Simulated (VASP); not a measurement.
# Lu (P6_3/mmc) in VASP: further runs

Lu is run at these levels: PBE; tasks: single point.

All numbers are computed with VASP 6.6.1; they aren't measurements. Logs are shortened: lines on timing, memory, paths and dates and some standing lists are left out, and cuts for length are marked.

## 1. The cell of the first run

Symmetry: P6_3/mmc, No. 194, hexagonal system. Conventional cell: a = 3.457 Å, b = 3.457 Å, c = 5.391 Å, α = 90.00°, β = 90.00°, γ = 120.00°. Within 4.4 Å of Lu (site symmetry -6m2) lie 12 Lu at 3.35 to 3.46 Å.

## 2. Single point, PBE (27.90 Å³/atom)

File INCAR:

```
SYSTEM = Lu
ALGO = Normal ; EDIFF = 1E-7
ENCUT = 520 ; GGA = PE
ISIF = 2 ; ISMEAR = -1
LASPH = .True. ; LCHARG = .False.
LREAL = .False. ; LWAVE = .False.
NBANDS = 32 ; NELM = 80
PREC = Accurate ; SIGMA = 0.05
```

File KPOINTS:

```
k-points
0
Gamma
  12 12 6
  0 0 0
```

File POSCAR:

```
Lu
1.0
    3.4571247502      0.0000000000      0.0000000000
   -1.7285623751      2.9939578577      0.0000000000
    0.0000000000      0.0000000000      5.3909921086
Lu
2
Direct
    0.3333333333      0.6666666667      0.2500000000
    0.6666666667      0.3333333333      0.7500000000
```

Potentials or basis: VASP PAW PBE potentials, release 64 (Lu).

The run is started by

```bash
cat potpaw_PBE.64/Lu/POTCAR > POTCAR
mpirun -np 1 vasp_std > vasp.out
```

OUTCAR:

```text
SYSTEM = Lu
   EDIFF = 1E-7
   ENCUT = 520
   GGA = PE
   ISIF = 2
   ISMEAR = -1
   LASPH = .True.
   LREAL = .False.
   NELM = 80
   PREC = Accurate

 ion  position               nearest neighbor table
   1  0.333  0.667  0.250-   2 3.35   2 3.35   2 3.35   2 3.35   2 3.35   2 3.35
   2  0.667  0.333  0.750-   1 3.35   1 3.35   1 3.35   1 3.35   1 3.35   1 3.35

  LATTYP: Found a hexagonal cell.
 ALAT       =     3.4571247502
 C/A-ratio  =     1.5593860500

  Lattice vectors:

 A1 = (   3.4571247502,   0.0000000000,   0.0000000000)
 A2 = (  -1.7285623751,   2.9939578577,   0.0000000000)
 A3 = (   0.0000000000,   0.0000000000,   5.3909921086)

Analysis of symmetry for initial positions (statically):
=====================================================================
 Subroutine PRICEL returns:
 Original cell was already a primitive cell.

 Routine SETGRP: Setting up the symmetry group for a
 hexagonal supercell.

 Subroutine GETGRP returns: Found 24 space group operations
 (whereof 12 operations were pure point group operations)
 out of a pool of 24 trial point group operations.

The static configuration has the point symmetry D_3d.
 The point group associated with its full space group is D_6h.

Analysis of symmetry for dynamics (positions and initial velocities):
=====================================================================
 Subroutine PRICEL returns:
 Original cell was already a primitive cell.

 Routine SETGRP: Setting up the symmetry group for a
 hexagonal supercell.

 Subroutine GETGRP returns: Found 24 space group operations
 (whereof 12 operations were pure point group operations)
 out of a pool of 24 trial point group operations.

The dynamic configuration has the point symmetry D_3d.
 The point group associated with its full space group is D_6h.

 Subroutine INISYM returns: Found 24 space group operations
 (whereof 12 operations are pure point group operations),
 and found     1 'primitive' translations

----------------------------------------------------------------------------------------

                                     Primitive cell

  volume of cell :      55.7994

  direct lattice vectors                    reciprocal lattice vectors
     3.457124750  0.000000000  0.000000000     0.289257713  0.167003019  0.000000000
    -1.728562375  2.993957858  0.000000000     0.000000000  0.334006037  0.000000000
     0.000000000  0.000000000  5.390992109     0.000000000  0.000000000  0.185494614

  length of vectors
     3.457124750  3.457124750  5.390992109     0.334006037  0.334006037  0.185494614

  position of ions in fractional coordinates (direct lattice)
     0.333333333  0.666666667  0.250000000
     0.666666667  0.333333333  0.750000000

  ion indices of the primitive-cell ions
   primitive index   ion index
                 1           1
                 2           2

----------------------------------------------------------------------------------------

 KPOINTS: k-points

Automatic generation of k-mesh.
 Grid dimensions read from file:
 generate k-points for:   12   12    6

 Generating k-lattice:

  Cartesian coordinates                     Fractional coordinates (reciprocal lattice)
     0.024104809  0.013916918  0.000000000     0.083333333  0.000000000  0.000000000
     0.000000000  0.027833836  0.000000000     0.000000000  0.083333333  0.000000000
     0.000000000  0.000000000  0.030915769     0.000000000  0.000000000  0.166666667

  Length of vectors
     0.027833836  0.027833836  0.030915769

  Shift w.r.t. Gamma in fractional coordinates (k-lattice)
     0.000000000  0.000000000  0.000000000

 Subroutine IBZKPT returns following result:
 ===========================================

 Found     76 irreducible k-points:

 Following reciprocal coordinates:
            Coordinates               Weight
  0.000000  0.000000  0.000000      1.000000
  0.083333  0.000000  0.000000      6.000000
  0.166667 -0.000000  0.000000      6.000000
  0.250000  0.000000  0.000000      6.000000
  0.333333  0.000000  0.000000      6.000000
  0.416667  0.000000  0.000000      6.000000
[... 16 lines left out ...]
  0.250000  0.000000  0.166667     12.000000
  0.333333  0.000000  0.166667     12.000000
 [... further k-points ...]
   k-points           NKPTS =     76   k-points in BZ     NKDIM =     76   number of bands    NBANDS=     32
   number of dos      NEDOS =    301   number of ions     NIONS =      2
   total plane-waves  NPLWV =  31360
   dimension x,y,z NGX =    28 NGY =   28 NGZ =   40
   dimension x,y,z NGXF=    56 NGYF=   56 NGZF=   80
   ions per type =               2
   NGX,Y,Z   is equivalent  to a cutoff of  13.46, 13.46, 12.34 a.u.
   NGXF,Y,Z  is equivalent  to a cutoff of  26.93, 26.93, 24.67 a.u.
 SYSTEM =  Lu
   PREC   = accura    normal or accurate (medium, high low for compatibility)
   ISTART =      0    job   : 0-new  1-cont  2-samecut
   ICHARG =      2    charge: 1-file 2-atom 10-const
   ISPIN  =      1    spin polarized calculation?
   LNONCOLLINEAR =      F non collinear calculations
   LSORBIT =      F    spin-orbit coupling
   LASPH  =      T    aspherical Exc in radial PAW
   ENCUT  =  520.0 eV  38.22 Ry    6.18 a.u.   6.43  6.43 10.02*2*pi/ulx,y,z
   NELM   =     80;   NELMIN=  2; NELMDL= -5     # of ELM steps
   EDIFF  = 0.1E-06   stopping-criterion for ELM
   LREAL  =      F    real-space projection
   EDIFFG = 0.1E-05   stopping-criterion for IOM
   NSW    =      0    number of steps for IOM
   IBRION =     -1    ionic relax: 0-MD 1-quasi-New 2-CG
   NFREE  =      0    steps in history (QN), initial steepest desc. (CG)
   ISIF   =      2    stress and relaxation
   ISYM   =      2    0-nonsym 1-usesym 2-fastsym
   POTIM  = 0.5000    time-step for ionic-motion
   TEBEG  =    0.0;   TEEND  =   0.0 temperature during run
   PSTRESS=    0.0 pullay stress
   NELECT =      50.0000    total number of electrons
   NUPDOWN=      -1.0000    fix difference up-down
   EMIN   =  10.00;   EMAX   =-10.00  energy-range for DOS
   EFERMI =   0.00;   METHOD = LEGACY
   ISMEAR =    -1;   SIGMA  =   0.05  broadening in eV -4-tet -1-fermi 0-gaus
   EFERMI_NEDOS =   21; number of points for ismear=-14 and -15
   IALGO  =     38    algorithm
   IMIX   =      4    mixing-type and parameters
     AMIX     =   0.40;   BMIX     =  1.00
     AMIX_MAG =   1.60;   BMIX_MAG =  1.00
  volume/ion in A,a.u.               =      27.90       188.28
  Fermi-wavevector in a.u.,A,eV,Ry     =   1.578296  2.982546 33.892345  2.491017
  Thomas-Fermi vector in A             =   2.678848
   LORBIT       =      0    0 simple, 1 ext, 2 COOP (PROOUT), +10 PAW based schemes
   GGA     = PE    functional components
   LHFCALC =     F    Hartree Fock is set to
   AEXX    =    0.0000 exact exchange contribution
   IVDW    =     0    specifies the selected vdW correction
   LEPSILON=     F    determine dielectric tensor
   LRPA    =     F    only Hartree local field effects (RPA)
 non-spin polarized calculation
  energy-cutoff  :      520.00
  volume of cell :       55.80
 maximum number of plane-waves:      1524
 NGX is ok and might be reduce to    28
   NGX = 13   NGY = 13   NGZ = 21

 number of electron      50.0000030 magnetization

 Free energy of the ion-electron system (eV)
  ---------------------------------------------------
  ext. energy  EPLUGINS =         0.00000000
  ---------------------------------------------------
  free energy    TOTEN  =        -9.03807756 eV

  energy without entropy =       -9.01285621  energy(sigma->0) =       -9.02546688

 E-fermi :   2.3872     XC(G=0): -10.8703

 val. band max:        2.3584441391   @ k =   0.3333   0.2500   0.3333
 cond. band min:       2.3969929849   @ k =   0.3333   0.0833   0.1667
 fundamental gap:      0.0385488458
 Fermi energy:         2.3872190540

 k-point     1 :       0.0000    0.0000    0.0000
  band No.  band energies     occupation
      1     -53.7038      2.00000
      2     -53.6598      2.00000
      3     -24.7050      2.00000
      4     -24.2083      2.00000
      5     -24.2083      2.00000
      6     -24.1103      2.00000
[... 24 lines left out ...]
     31       5.9295      0.00000
     32       5.9295      0.00000

 k-point     2 :       0.0833    0.0000    0.0000
  band No.  band energies     occupation
      1     -53.7018      2.00000
      2     -53.6592      2.00000
      3     -24.6922      2.00000
      4     -24.2336      2.00000
      5     -24.2171      2.00000
      6     -24.1373      2.00000
[... 24 lines left out ...]
     31       5.6789      0.00000
     32       5.7503      0.00000

 k-point     3 :       0.1667   -0.0000    0.0000
  band No.  band energies     occupation
      1     -53.6964      2.00000
      2     -53.6576      2.00000
      3     -24.6554      2.00000
      4     -24.3030      2.00000
      5     -24.2405      2.00000
      6     -24.2092      2.00000
[... 24 lines left out ...]
     31       5.8868      0.00000
     32       6.0250      0.00000

 k-point     4 :       0.2500    0.0000    0.0000
  band No.  band energies     occupation
      1     -53.6885      2.00000
      2     -53.6558      2.00000
      3     -24.5998      2.00000
      4     -24.3984      2.00000
      5     -24.3037      2.00000
      6     -24.2710      2.00000
[... 24 lines left out ...]
     31       6.4959      0.00000
     32       6.7531      0.00000

 k-point     5 :       0.3333    0.0000    0.0000
  band No.  band energies     occupation
      1     -53.6800      2.00000
      2     -53.6546      2.00000
      3     -24.5339      2.00000
      4     -24.4940      2.00000
      5     -24.3942      2.00000
      6     -24.3005      2.00000
[... 584 lines left out ...]
     31       6.1872      0.00000
     32       6.2245      0.00000

 k-point    22 :       0.1667   -0.0000    0.1667
  band No.  band energies     occupation
      1     -53.6938      2.00000
      2     -53.6602      2.00000
      3     -24.6263      2.00000
      4     -24.2912      2.00000
      5     -24.2376      2.00000
      6     -24.2327      2.00000
[... 24 lines left out ...]
     31       6.1669      0.00000
     32       6.2740      0.00000

 k-point    23 :       0.2500    0.0000    0.1667
  band No.  band energies     occupation
      1     -53.6863      2.00000
      2     -53.6580      2.00000
      3     -24.5901      2.00000
      4     -24.3765      2.00000
      5     -24.3300      2.00000
      6     -24.2622      2.00000
[... 24 lines left out ...]
     31       6.6431      0.00000
     32       6.7183      0.00000

 k-point    24 :       0.3333    0.0000    0.1667
  band No.  band energies     occupation
      1     -53.6783      2.00000
      2     -53.6563      2.00000
      3     -24.5760      2.00000
      4     -24.4471      2.00000
      5     -24.4018      2.00000
      6     -24.2907      2.00000
[... 24 lines left out ...]
     31       7.2603      0.00000
     32       7.5468      0.00000

 [... further k-points ...]

------------------------ aborting loop because EDIFF is reached ----------------------------------------

  FORCE on cell =-STRESS in cart. coord.  units (eV):
  Direction    XX          YY          ZZ          XY          YZ          ZX
  --------------------------------------------------------------------------------------
  -------------------------------------------------------------------------------------
  Total        0.7916789      0.7916789      0.7467529      0.0000000     -0.0000000      0.0000000
  in kB       22.7316108     22.7316108     21.4416443      0.0000000     -0.0000000      0.0000000
  external PRESSURE =      22.3016220 kB  Pullay stress =       0.0000000 kB

 VOLUME and BASIS-vectors are now :
 -----------------------------------------------------------------------------
  energy-cutoff  :      520.00
  volume of cell :       55.80
      direct lattice vectors                 reciprocal lattice vectors
     3.457124750  0.000000000  0.000000000     0.289257713  0.167003019  0.000000000
    -1.728562375  2.993957858  0.000000000     0.000000000  0.334006037  0.000000000
     0.000000000  0.000000000  5.390992109     0.000000000  0.000000000  0.185494614

 POSITION                                       TOTAL-FORCE (eV/Angst)
 -----------------------------------------------------------------------------------
     -0.00000      1.99597      1.34775        -0.000000      0.000000      0.000000
      1.72856      0.99799      4.04324         0.000000     -0.000000      0.000000
 -----------------------------------------------------------------------------------
    total drift:                                0.000000     -0.000000      0.000000

  FREE ENERGIE OF THE ION-ELECTRON SYSTEM (eV)
  ---------------------------------------------------
  free  energy   TOTEN  =        -9.0380775569 eV

  energy  without entropy=       -9.0128562094  energy(sigma->0) =       -9.02546688
```

Wall time 3.6 min (1 thread of Intel Xeon 8259CL, shared host); peak memory 0.26 GiB.

What came out:

| Property | Result |
| --- | --- |
| Free energy | -9.0381 eV |
| Pressure | 2.2 GPa |
| Band gap on the k mesh | zero (bands 25 and 26 overlap by 1.89 eV) |

Stress tensor (GPa, compression positive):
```
2.27 0.00 0.00
0.00 2.27 0.00
0.00 0.00 2.14
```

Caveat: spin-orbit coupling is left out, which moves the levels of the heavy elements.

[end of part 1 of 2]
